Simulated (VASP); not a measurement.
Write the native input for VASP 6.6.1 that does the following.

```
Task                   : single point
Functional             : PBE
Potentials or basis    : VASP PAW PBE potentials, release 64 (Cs_sv, I)
Cutoff                 : 500 eV
k mesh                 : 4 × 4 × 4
Occupations            : methfessel-paxton, width 0.5 eV
Spin                   : no spin polarisation
Dipole correction      : no
Further INCAR settings : ALGO = Normal; EDIFF = 1e-06; NBANDS = 15
```

The structure of CsI lies in POSCAR:

```
CsI
1.0
    4.6080833777      0.0000000000      0.0000000000
    0.0000000000      4.6080833777      0.0000000000
    0.0000000000      0.0000000000      4.6080833777
Cs I
1 1
Direct
    0.0000000000      0.0000000000      0.0000000000
    0.5000000000      0.5000000000      0.5000000000
```

The input as run:

INCAR

```
SYSTEM = CsI
ALGO = Normal
EDIFF = 1E-6
ENCUT = 500
GGA = PE
GGA_COMPAT = .False.
ISIF = 2
ISMEAR = 1
LASPH = .True.
LCHARG = .False.
LREAL = .False.
LWAVE = .False.
NBANDS = 15
NELM = 120
PREC = Accurate
SIGMA = 0.5
```

KPOINTS

```
k-points
0
Gamma
  4 4 4
  0 0 0
```

Potentials or basis: VASP PAW PBE potentials, release 64 (Cs_sv, I).

Launch:

```console
$ cat potpaw_PBE.64/Cs_sv/POTCAR potpaw_PBE.64/I/POTCAR > POTCAR
$ mpirun -np 1 vasp_std > vasp.out
```

It gave:

* Pressure: 0.4 GPa
* Band gap on the k mesh: 3.79 eV, indirect (least direct gap 3.88 eV)

Caveat: spin-orbit coupling is left out, which moves the levels of the heavy elements.

Wall time 17 s on 1 thread of Intel(R) Xeon(R) Platinum 8259CL CPU @ 2.50GHz (Skylake/Cascade Lake) (shared host), peak memory 0.2 GiB.
